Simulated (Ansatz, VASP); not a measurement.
# Two plane-wave programs on Zn

File INCAR:

```
SYSTEM = Zn
PREC = Accurate
ENCUT = 520
EDIFF = 1E-6
ISMEAR = -1
SIGMA = 0.1
LREAL = .False.
LASPH = .True.
NELM = 80
ALGO = Normal
ISIF = 2
LWAVE = .False.
LCHARG = .False.
GGA = PS
NBANDS = 12
```

Contents of KPOINTS:

```
regular mesh
0
Gamma
  16 16 16
  0 0 0
```

POSCAR

```
Zn
1.0
   -1.4872968308      1.4872968308      1.4872968308
    1.4872968308     -1.4872968308      1.4872968308
    1.4872968308      1.4872968308     -1.4872968308
Zn
1
Direct
    0.0000000000      0.0000000000      0.0000000000
```

Input for Ansatz:

```yaml
crystal:
  lattice:
    - [-1.4872968308, 1.4872968308, 1.4872968308]
    - [1.4872968308, -1.4872968308, 1.4872968308]
    - [1.4872968308, 1.4872968308, -1.4872968308]
  atoms:
    - { symbol: Zn, position: [0.0, 0.0, 0.0] }
hamiltonian:
  xc: pbesol
  pseudopotentials:
    kind: paw
    azcp:
      Zn: "pseudopotentials/Zn.paw.azcp"
basis:
  ecutwfc: 420
  fft_grid_basis: typed
kpoints:
  mp_grid: { grid: [16, 16, 16], shift: [0, 0, 0] }
magnetization:
  spin_polarized: false
scf:
  occupations: { method: fermi_dirac, width: 0.1 }
  lower_state_search: "off"
output:
  stress: true
```

Alike in both runs: task single point; functional PBEsol; k mesh 16 × 16 × 16; occupations fermi-dirac, width 0.1 eV; no spin polarisation.

|  | VASP | Ansatz |
| --- | --- | --- |
| version | VASP 6.6.1 | Ansatz 0.2.0 |
| potentials or method | VASP PAW PBE potentials, release 64 (Zn), cutoff 520 eV | plane waves (420 eV) with PAW, scalar-relativistic |
| valence electrons in the cell | 12 | 12 |

VASP gave:

- pressure (GPa): 9.4

Task: Estimate Ansatz's values.

Result: Pressure (GPa): 8.9.

VASP's potentials were made for PBE, not for PBEsol, and Ansatz warns of the same on its side.
